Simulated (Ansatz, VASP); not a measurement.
**Two plane-wave programs on MnS**

```
Mn S
1.0
     0.00000    2.47346    2.47346
     2.47346    0.00000    2.47346
     2.47346    2.47346    0.00000
Mn S
1 1
Direct
  0.00000 0.00000 0.00000
  0.75000 0.75000 0.75000
```

Alike in both runs: task single point; functional PBEsol; dispersion D4; k mesh 9 × 9 × 9; occupations fermi-dirac, width 0.1 eV; collinear spin; Hubbard terms Mn d U = 4.5 eV.

|  | VASP | Ansatz |
| --- | --- | --- |
| version | VASP 6.6.1 | Ansatz 0.2.0 |
| potentials or method | VASP PAW PBE potentials, release 64 (Mn_pv, S) | Ansatz PAW |
| plane-wave cutoff (eV) | 520 | 420 |
| valence electrons in the cell | 19 | 21 |

Ansatz gave:

```
gap on the k mesh at the Fermi level (eV)                     : none
net moment per atom (μB)                                      : 2.30
size of the moment on the site where the two differ most (μB) : 3.76
```

Problem. What did VASP give for the same quantities?

Solution. gap on the k mesh at the Fermi level (eV): none; net moment per atom (μB): 2.23; size of the moment on the site where the two differ most (μB): 4.16.

VASP's potentials were made for PBE, not for PBEsol. Site moments also hang on the region over which each program counts them. The programs project onto different local orbitals, so the same U acts differently, and such runs can settle in different states. A gap of «none» marks a metal or a gap that the smearing closes. VASP's potentials hold 19 valence electrons a cell and Ansatz's 21, so a difference there can come from the potentials and not from the codes.

Noted on Ansatz's run: the magnetic or orbital state may not be the lowest.
